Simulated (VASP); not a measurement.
Wanted: the native input for a VASP 6.6.1 run.

* Task: single point
* Functional: PBE
* Potentials or basis: VASP PAW PBE potentials, release 64 (Pr_3, Sc_sv, O), 4f in core
* Cutoff: 600 eV
* k mesh: 6 × 6 × 4
* Occupations: gaussian, width 0.1 eV
* Spin: collinear spin
* Starting moments: [0.0, 1.0, 0.0] μB
* Dipole correction: no
* Mended: yes
* Further INCAR settings: ALGO = Normal; EDIFF = 1e-06; NBANDS = 25

The structure of PrScO lies in POSCAR:

```
PrScO
1.0
    3.1617037999      0.0000000000      0.0000000000
    0.0000000000      3.1617037999      0.0000000000
    0.0000000000      0.0000000000      5.5349828334
Pr Sc O
1 1 1
Direct
    0.0000000000      0.0000000000      0.5000000000
    0.5000000000      0.5000000000      0.0000000000
    0.0000000000      0.0000000000      0.0000000000
```

The cell was built from a structure type or drawn by symmetry, and may not be a known phase.

The input as run:

INCAR

```
PREC = Accurate ; ENCUT = 600
EDIFF = 1E-6 ; ISMEAR = 0
SIGMA = 0.1 ; LREAL = False
LASPH = True ; NELM = 200
ALGO = Normal ; ISIF = 2
LWAVE = False ; LCHARG = True
ISPIN = 2 ; MAGMOM = 0 1 0
LORBIT = 11 ; LMAXMIX = 6
GGA = PE ; LELF = True
LVHAR = True ; NBANDS = 25
GGA_COMPAT = False
```

KPOINTS

```
regular mesh
0
Gamma
  6 6 4
```

Potentials or basis: VASP PAW PBE potentials, release 64 (Pr_3, Sc_sv, O), 4f in core.

Command:

```console
$ cat potpaw_PBE.64/Pr_3/POTCAR potpaw_PBE.64/Sc_sv/POTCAR potpaw_PBE.64/O/POTCAR > POTCAR
$ mpirun -np 1 vasp_std > vasp.out
```

Results of the run:

- Pressure: -0.5 GPa
- Band gap on the k mesh: zero (filled and empty bands overlap)
- Net moment: 0.00 μB per cell
- Valence electrons inside the program's atomic spheres: Pr 8.99; Sc 9.44; O 4.99

Caveat: the magnetic or orbital state may not be the lowest; spin-orbit coupling is left out, which moves the levels of the heavy elements; the 4f electrons are frozen in the core, so they carry no moment and show no levels.

Wall time 61 s on 1 thread of Intel(R) Xeon(R) Platinum 8488C (Sapphire Rapids), on a shared host, peak memory 0.27 GiB.
